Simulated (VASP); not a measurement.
Wanted: the native input for a VASP 6.6.1 run.

```
Task                   : single point
Functional             : PBE
Potentials or basis    : VASP PAW PBE potentials, release 64 (O, Li_sv)
Cutoff                 : 750 eV
k mesh                 : 7 × 7 × 7
Occupations            : fermi-dirac, width 0.0178 eV
Spin                   : no spin polarisation
Dipole correction      : no
Further INCAR settings : ALGO = Normal; EDIFF = 1e-06; NBANDS = 13
```

The structure of Li2O lies in POSCAR:

```
Li2O
1.0
    0.0000000000      2.3093130000      2.3093130000
    2.3093130000      0.0000000000      2.3093130000
    2.3093130000      2.3093130000      0.0000000000
O Li
1 2
Direct
    0.0000000000      0.0000000000      0.0000000000
    0.2500000000      0.2500000000      0.2500000000
    0.7500000000      0.7500000000      0.7500000000
```

The input as run:

INCAR

```
PREC = Accurate
ENCUT = 750
EDIFF = 1E-6
ISMEAR = -1
SIGMA = 0.0178
LREAL = F
LASPH = T
NELM = 120
ALGO = Normal
ISIF = 2
LWAVE = F
LCHARG = T
GGA = PE
LELF = T
LVHAR = T
NBANDS = 13
GGA_COMPAT = F
```

KPOINTS

```
regular mesh
0
Gamma
  7 7 7
```

Potentials or basis: VASP PAW PBE potentials, release 64 (O, Li_sv).

Command:

```sh
$ cat potpaw_PBE.64/O/POTCAR potpaw_PBE.64/Li_sv/POTCAR > POTCAR
$ mpirun -np 1 vasp_std > vasp.out
```

Results of the run:

```json
{"Pressure": "0.1 GPa", "Band gap on the k mesh": "5.14 eV, indirect (least direct gap 5.27 eV)"}
```

Run time: 15 s on 1 thread of Intel(R) Xeon(R) 6975P-C (Granite Rapids), on a shared host, peak memory 0.16 GiB.
